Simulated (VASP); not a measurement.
A run of VASP 6.6.1 is set up as follows.

File INCAR:

```
SYSTEM = GaN
ALGO     = Normal         ! electronic algorithm
EDIFF    = 1E-8           ! SCF threshold, eV
ENCUT    = 520            ! plane-wave cutoff, eV
GGA      = PS             ! functional
ISIF     = 2              ! what is computed and relaxed
ISMEAR   = -1             ! smearing method
LASPH    = .True.         ! aspherical terms in the spheres
LCHARG   = .False.        ! write CHGCAR
LEFG     = .True.       
LREAL    = .False.        ! projectors in reciprocal space
LWAVE    = .False.        ! write WAVECAR
NBANDS   = 16             ! bands
NELM     = 60             ! most SCF steps
PREC     = Accurate       ! precision mode
SIGMA    = 0.02           ! smearing width, eV
```

Contents of KPOINTS:

```
k-points
0
Gamma
  10 10 10
  0 0 0
```

File POSCAR:

```
GaN
1.0
    0.0000000000      1.9791271138      1.9791271138
    1.9791271138      0.0000000000      1.9791271138
    1.9791271138      1.9791271138      0.0000000000
Ga N
1 1
Direct
    0.5000000000      0.5000000000      0.5000000000
    0.0000000000      0.0000000000      0.0000000000
```

Potentials or basis: VASP PAW PBE potentials, release 64 (Ga_d, N).

Run with:

```bash
$ cat potpaw_PBE.64/Ga_d/POTCAR potpaw_PBE.64/N/POTCAR > POTCAR
$ mpirun -np 1 vasp_std > vasp.out
```

Task: Estimate the pressure.

Result: 69.4 GPa.

Task: Predict the band gap on the k mesh.

Result: 1.87 eV, indirect (least direct gap 5.53 eV).

Caveat: without QUAD_EFG the Cq values of the log hold for a quadrupole moment of 1 mb, not for the nuclei; the PAW data sets were made with another functional, which shifts forces and pressure a little. A k mesh can miss the band edges.
